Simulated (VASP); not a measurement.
Input of a VASP 6.6.1 run:

The input INCAR:

```
  PREC = Accurate
  ENCUT = 520
  EDIFF = 1E-6
  ISMEAR = 0
  SIGMA = 0.01
  LREAL = F
  LASPH = T
  NELM = 60
  ALGO = Normal
  ISIF = 2
  LWAVE = F
  LCHARG = F
  GGA = CA
  NBANDS = 56
```

File KPOINTS:

```
regular mesh
0
Gamma
  5 5 5
```

POSCAR

```
HfO2
1.0
    5.0941750000      0.0000000000      0.0000000000
    0.0000000000      5.1506450000      0.0000000000
   -0.8761690000      0.0000000000      5.2029530000
Hf O
4 8
Direct
    0.2761360000      0.4580650000      0.7079070000
    0.7238640000      0.9580650000      0.7920930000
    0.7238640000      0.5419350000      0.2920930000
    0.2761360000      0.0419350000      0.2079070000
    0.4479980000      0.7425260000      0.9785780000
    0.5520020000      0.2425260000      0.5214220000
    0.5520020000      0.2574740000      0.0214220000
    0.4479980000      0.7574740000      0.4785780000
    0.0683610000      0.3307590000      0.3462530000
    0.9316390000      0.8307590000      0.1537470000
    0.9316390000      0.6692410000      0.6537470000
    0.0683610000      0.1692410000      0.8462530000
```

Potentials or basis: VASP PAW LDA potentials, release 64 (Hf_pv, O).

Run with:

```sh
$ cat potpaw_LDA.64/Hf_pv/POTCAR potpaw_LDA.64/O/POTCAR > POTCAR
$ mpirun -np 1 vasp_std > vasp.out
```

Problem. What does it give for the band gap on the k mesh?

Solution. 3.96 eV (least direct gap 4.03 eV).

Problem. What does it give for the pressure?

Solution. -7.1 GPa.

Problem. Predict the largest force.

Solution. 0.096 eV/Å.

Stress tensor (GPa, compression positive):
```
-7.06  0.00 -0.59
 0.00 -6.99  0.00
-0.59  0.00 -7.22
```

Caveat: the cell stands under tension; spin-orbit coupling is left out, which moves the levels of the heavy elements. A k mesh can miss the band edges.
